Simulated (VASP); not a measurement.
The system is C4F.

```
C F
1.0
     3.99660    0.00000    0.00000
     0.00000    3.99660    0.00000
     0.00000    0.00000    3.99660
C F
4 1
Direct
  0.00000 0.00000 0.00000
  0.50000 0.50000 0.00000
  0.50000 0.00000 0.50000
  0.00000 0.50000 0.50000
  0.50000 0.50000 0.50000
```

The cell was built from a structure type or drawn by symmetry, and may not be a known phase.

- Program: VASP 6.6.1
- Task: relaxation of cell and atoms
- Functional: PBE
- Dispersion: D3(BJ)
- Potentials or basis: VASP PAW PBE potentials, release 64 (C, F)
- Cutoff: 600 eV
- k mesh: 4 × 4 × 4
- Occupations: gaussian, width 0.1 eV
- Spin: no spin polarisation

At the start: pressure -13.0 GPa; volume 12.77 Å³/atom.

Problem. Where does the relaxation end?

Solution. Over 4 steps the energy falls by 122.6 meV/atom and the volume is 10.39 Å³/atom (-18.7 %); space group Pm-3m (No. 221, to 0.1 Å) before and after.

Step by step:
```tsv
step	energy change (eV)	largest force (eV/Å)	pressure (GPa)	volume (Å³)
1	0.0000	0.0000	-12.96	63.84
2	-0.5580	0.0000	-5.52	54.77
3	-0.6127	0.0000	0.73	51.59
4	-0.6132	0.0000	-0.19	51.93
```

Final structure:
```
CELL_PARAMETERS angstrom
3.73083 0.00000 0.00000
0.00000 3.73083 0.00000
0.00000 0.00000 3.73083
ATOMIC_POSITIONS crystal
C 0.00000 0.00000 0.00000
C 0.50000 0.50000 0.00000
C 0.50000 0.00000 0.50000
C 0.00000 0.50000 0.50000
F 0.50000 0.50000 0.50000
```

Caveat: the k points lie up to 0.42 Å⁻¹ apart in the final cell, too coarse for converged energies and pressures of a metal; the volume moved by over 15 % at a fixed basis, so the end points are rough; an odd number of electrons without spin polarisation forces a metal; a magnetic or distorted state may lie lower.
